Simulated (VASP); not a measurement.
Wanted: the native input for a VASP 6.6.1 run.

```yaml
Task: relaxation of cell and atoms
Functional: PBEsol
Potentials_or_basis: VASP PAW PBE potentials, release 64 (W_sv)
Cutoff: 600 eV
k_mesh: 17 × 17 × 17
Occupations: fermi-dirac, width 0.1 eV
Spin: no spin polarisation
Target_pressure: 31 GPa
Dipole_correction: no
Further_INCAR_settings: ALGO = Normal; EDIFF = 1e-07; IBRION = 2; EDIFFG = -0.005; NSW = 32; ISIF = 3
```

The structure of W lies in POSCAR:

```
W
1.0
    0.0000000000      1.9421702303      1.9421702303
    1.9421702303      0.0000000000      1.9421702303
    1.9421702303      1.9421702303      0.0000000000
W
1
Direct
    0.0000000000      0.0000000000      0.0000000000
```

The input as run:

INCAR

```
ALGO = Normal ; EDIFF = 1E-7
EDIFFG = -0.005 ; ENCUT = 600
GGA = PS ; IBRION = 2
ISIF = 3 ; ISMEAR = -1
LASPH = True ; LCHARG = False
LREAL = False ; LWAVE = False
NELM = 60 ; NSW = 32
PREC = Accurate ; PSTRESS = 310.0
SIGMA = 0.1
```

KPOINTS

```
k-points
0
Gamma
  17 17 17
```

Potentials or basis: VASP PAW PBE potentials, release 64 (W_sv).

Run with:

```bash
$ cat potpaw_PBE.64/W_sv/POTCAR > POTCAR
$ mpirun -np 1 vasp_std > vasp.out
```

Results of the run:

```yaml
Relaxed_volume: 14.70 Å³/atom
Relaxed_cell: a = 2.749 Å, b = 2.749 Å, c = 2.749 Å, α = 60.00°, β = 60.00°, γ = 60.00°
Space_group_after_relaxing_to_0.05_Å: Fm-3m (No. 225)
Energy_change_on_relaxing_the_enthalpy_is_what_falls: -9.0 meV/atom
Ionic_steps: 3
Pressure_after_relaxing: 31.0 GPa
Band_gap_on_the_k_mesh: zero (band 7 reaches 15.49 eV, above the bottom of band 8 at 11.18 eV)
```

Caveat: the cell is relaxed towards a set pressure, so the enthalpy falls and the energy may rise; the PAW data sets were made with another functional, which shifts forces and pressure a little; spin-orbit coupling is left out, which moves the levels of the heavy elements.

Wall time 80 s on 1 thread of AMD EPYC 7R43 64-Core Processor (Zen 3), with other jobs on the host, peak memory 0.14 GiB.
